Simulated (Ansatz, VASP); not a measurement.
MgB2: VASP beside Ansatz

```
Mg B
1.0
     3.06179    0.00000    0.00000
    -1.53089    2.65159    0.00000
     0.00000    0.00000    3.50433
Mg B
1 2
Direct
  0.00000 0.00000 0.00000
  0.33333 0.66667 0.50000
  0.66667 0.33333 0.50000
```

Alike in both runs: functional PBEsol; k mesh 15 × 15 × 12; occupations gaussian, width 0.1 eV; no spin polarisation.

Ansatz relaxed the structure, and its values are those at the end. VASP's run is a single point on that final structure, the one shown.

|  | VASP | Ansatz |
| --- | --- | --- |
| version | VASP 6.6.1 | Ansatz 0.2.0 |
| potentials or method | VASP PAW PBE potentials, release 64 (Mg, B), cutoff 520 eV | scalar-relativistic, plane waves, PAW |
| valence electrons in the cell | 8 | 16 |

|  | VASP | Ansatz | Ansatz less VASP |
| --- | --- | --- | --- |
| gap on the k mesh at the Fermi level (eV) | none | none | - |
| pressure (GPa) | 0.0 | 0.0 | 0.00 |

VASP's potentials were made for PBE, not for PBEsol. A gap of «none» marks a metal or a gap that the smearing closes. VASP's potentials hold 8 valence electrons a cell and Ansatz's 16, so a difference there can come from the potentials and not from the codes.
